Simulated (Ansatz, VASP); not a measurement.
# One calculation of BAs, two programs

```
B As
1.0
     0.00000    2.36795    2.36795
     2.36795    0.00000    2.36795
     2.36795    2.36795    0.00000
B As
1 1
Direct
  0.00000 0.00000 0.00000
  0.25000 0.25000 0.25000
```

Change from the starting cell: hydrostatic strain -1.0%.

Alike in both runs: task single point; functional PBE; k mesh 10 × 10 × 10; occupations fermi-dirac, width 0.02 eV; no spin polarisation.

|  | VASP | Ansatz |
| --- | --- | --- |
| version | VASP 6.6.1 | Ansatz 0.2.0 |
| potentials or method | VASP PAW PBE potentials, release 64 (B, As) | plane waves, PAW |
| plane-wave cutoff (eV) | 520 | 420 |
| valence electrons in the cell | 8 | 18 |

```csv
,VASP,Ansatz,Ansatz less VASP
gap on the k mesh at the Fermi level (eV),1.15,1.16,+0.009
pressure (GPa),7.4,6.7,-0.74
```

With one functional, cell and mesh, what is left measures potentials, basis and numerics. VASP's potentials hold 8 valence electrons a cell and Ansatz's 18, so a difference there can come from the potentials and not from the codes.
